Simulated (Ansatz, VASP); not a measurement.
**Re: VASP beside Ansatz**

```
Re
1.0
     4.46859    0.00000    0.00000
    -2.23430    3.86992    0.00000
     0.00000    0.00000    2.79775
Re
3
Direct
  0.00000 0.00000 0.00000
  0.33333 0.66667 0.50000
  0.66667 0.33333 0.50000
```

Alike in both runs: task single point; functional r2SCAN; k mesh 10 × 10 × 13; occupations fermi-dirac, width 0.1 eV; no spin polarisation.

|  | VASP | Ansatz |
| --- | --- | --- |
| version | VASP 6.6.1 | Ansatz 0.2.0 |
| potentials or method | VASP PAW PBE potentials, release 64 (Re_sv_GW), cutoff 550 eV | plane waves (500 eV) with PAW, scalar-relativistic |
| valence electrons in the cell | 45 | 45 |

|  | VASP | Ansatz | Ansatz less VASP |
| --- | --- | --- | --- |
| pressure (GPa) | -26.0 | -24.0 | +2.02 |
| traceless stress, the component that is largest in VASP (GPa) | 1.27 | 1.32 | +0.050 |

VASP's potentials were made for PBE, not for r2SCAN.

Neither program's run includes spin-orbit coupling.
